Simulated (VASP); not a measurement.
Wanted: the native input for a VASP 6.6.1 run.

| Property | Result |
| --- | --- |
| Task | relaxation of cell and atoms |
| Functional | PBE |
| Potentials or basis | VASP PAW PBE potentials, release 64 (Cs_sv, Ag) |
| Cutoff | 600 eV |
| k mesh | 6 × 6 × 4 |
| Occupations | gaussian, width 0.1 eV |
| Spin | no spin polarisation |
| Dipole correction | no |
| Further INCAR settings | ALGO = Fast; EDIFF = 1e-07; IBRION = 2; EDIFFG = -0.04; NSW = 90; ISIF = 3 |

The structure of CsAg2 lies in POSCAR:

```
CsAg2
1.0
    5.6314628800      0.0000000000      0.0000000000
   -2.8157314400      4.8769899200      0.0000000000
    0.0000000000      0.0000000000      4.1403588300
Cs Ag
1 2
Direct
    0.0000000000      0.0000000000      0.5000000000
    0.3333333300      0.6666666700      0.0000000000
    0.6666666700      0.3333333300      0.0000000000
```

The cell was generated, and may not be a known phase.

One way to write it, as run:

INCAR

```
SYSTEM = CsAg2
PREC = Accurate
ENCUT = 600
EDIFF = 1E-7
ISMEAR = 0
SIGMA = 0.1
LREAL = .False.
LASPH = .True.
NELM = 80
ALGO = Fast
ISIF = 3
LWAVE = .False.
LCHARG = .False.
GGA = PE
IBRION = 2
NSW = 90
EDIFFG = -0.04
```

KPOINTS

```
Automatic mesh
0
Gamma
  6 6 4
  0 0 0
```

Potentials or basis: VASP PAW PBE potentials, release 64 (Cs_sv, Ag).

Command:

```sh
$ cat potpaw_PBE.64/Cs_sv/POTCAR potpaw_PBE.64/Ag/POTCAR > POTCAR
$ mpirun -np 1 vasp_std > vasp.out
```

It gave:

- Relaxed volume: 36.93 Å³/atom
- Relaxed cell: a = 4.851 Å, b = 4.851 Å, c = 5.435 Å, α = 90.00°, β = 90.00°, γ = 120.00°
- Space group after relaxing (to 0.1 Å): P6/mmm (No. 191)
- Energy gained by relaxing: 174.5 meV/atom
- Ionic steps: 10
- Pressure after relaxing: 0.0 GPa
- Band gap on the k mesh: zero (an odd number of electrons rules out a gap without spin polarisation)

Caveat: the k points lie up to 0.29 Å⁻¹ apart in the final cell, too coarse for converged energies and pressures of a metal; a cell axis changed by over 15 % at a fixed basis, so the end point is rough; spin-orbit coupling is left out, which moves the levels of the heavy elements.

Run time: 8.9 min on 1 thread of Oxide Virtual Turin-like Processor, on a shared host, peak memory 0.29 GiB.
